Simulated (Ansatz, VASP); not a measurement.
# Si5S: VASP beside Ansatz

File INCAR:

```
SYSTEM = Si5S
  PREC = Accurate
  ENCUT = 600
  EDIFF = 1E-7
  ISMEAR = 0
  SIGMA = 0.1
  LREAL = .False.
  LASPH = .True.
  NELM = 100
  ALGO = Normal
  ISIF = 3
  LWAVE = .False.
  LCHARG = .False.
  GGA = PE
  IBRION = 2
  NSW = 100
  EDIFFG = -0.01
```

Contents of KPOINTS:

```
Automatic mesh
0
Gamma
  18 18 4
  0 0 0
```

Contents of POSCAR:

```
Si5S
1.0
    2.7441510144      0.0000000000      0.0000000000
   -1.3720755072      2.3765044903      0.0000000000
    0.0000000000      0.0000000000     13.5739488692
Si S
5 1
Direct
    0.6666666667      0.3333333333      0.8404308781
    0.0000000000      0.0000000000      0.6688671678
    0.6666666667      0.3333333333      0.5000000000
    0.0000000000      0.0000000000      0.3311328322
    0.6666666667      0.3333333333      0.1595691219
    0.0000000000      0.0000000000      0.0000000000
```

Input for Ansatz:

```yaml
crystal:
  lattice:
    - [2.7441510144, 0.0, 0.0]
    - [-1.3720755072, 2.3765044903, 0.0]
    - [0.0, 0.0, 13.5739488692]
  atoms:
    - { symbol: Si, position: [0.6666666667, 0.3333333333, 0.8404308781] }
    - { symbol: Si, position: [0.0, 0.0, 0.6688671678] }
    - { symbol: Si, position: [0.6666666667, 0.3333333333, 0.5] }
    - { symbol: Si, position: [0.0, 0.0, 0.3311328322] }
    - { symbol: Si, position: [0.6666666667, 0.3333333333, 0.1595691219] }
    - { symbol: S, position: [0.0, 0.0, 0.0] }
basis:
  ecutwfc: 420
kpoints:
  mp_grid: { grid: [18, 18, 4] }
hamiltonian:
  xc: pbe
scf:
  occupations: { method: gaussian, width: 0.1 }
output:
  forces: true
  stress: true
  eigenvalues: true
  write_density: true
  write_potential: true
  elf: true
  volumetric_format: npy
relax:
  adjacent_minimum: "off"
  f_tol: 0.01
  max_steps: 80
  cell: { stress_tol: 0.05 }
```

Change from the starting cell: species swapped into the Mg5Cd type (P-6m2, No. 187).

Alike in both runs: task relaxation of cell and atoms; functional PBE; k mesh 18 × 18 × 4; occupations gaussian, width 0.1 eV; no spin polarisation.

|  | VASP | Ansatz |
| --- | --- | --- |
| version | VASP 6.6.1 | Ansatz 0.2.0 |
| potentials or method | VASP PAW PBE potentials, release 64 (Si, S), cutoff 600 eV | scalar-relativistic, plane waves, PAW |
| valence electrons in the cell | 26 | 26 |

VASP gave:

```
gap on the k mesh at the Fermi level, each at its own relaxed structure (eV)  : none
relaxed volume (Å³/atom)                                                      : 16.52
relaxed length of the cell vector where the two differ most in proportion (Å) : 9.493
```

Task: What did Ansatz give for the same quantities?

Result: gap on the k mesh at the Fermi level, each at its own relaxed structure (eV): none; relaxed volume (Å³/atom): 16.52; relaxed length of the cell vector where the two differ most in proportion (Å): 9.495.

A gap of «none» marks a metal or a gap that the smearing closes.
